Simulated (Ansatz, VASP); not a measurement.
## One calculation of MgF2, two programs

```
Mg F
1.0
     4.69760    0.00000    0.00000
     0.00000    4.69760    0.00000
     0.00000    0.00000    3.09307
Mg F
2 4
Direct
  0.00000 0.00000 0.00000
  0.50000 0.50000 0.50000
  0.30356 0.30356 0.00000
  0.19644 0.80356 0.50000
  0.69644 0.69644 0.00000
  0.80356 0.19644 0.50000
```

Alike in both runs: task single point; functional PBE; k mesh 6 × 6 × 8; occupations gaussian, width 0.02 eV; no spin polarisation.

|  | VASP | Ansatz |
| --- | --- | --- |
| version | VASP 6.6.1 | Ansatz 0.2.0 |
| potentials or method | VASP PAW PBE potentials, release 64 (Mg, F), cutoff 600 eV | scalar-relativistic, plane waves, PAW |
| valence electrons in the cell | 32 | 48 |

```tsv
	VASP	Ansatz	Ansatz less VASP
gap on the k mesh at the Fermi level (eV)	6.80	6.84	+0.040
least direct gap on the mesh (eV)	6.80	6.84	+0.040
```

VASP's potentials hold 32 valence electrons a cell and Ansatz's 48, so a difference there can come from the potentials and not from the codes.
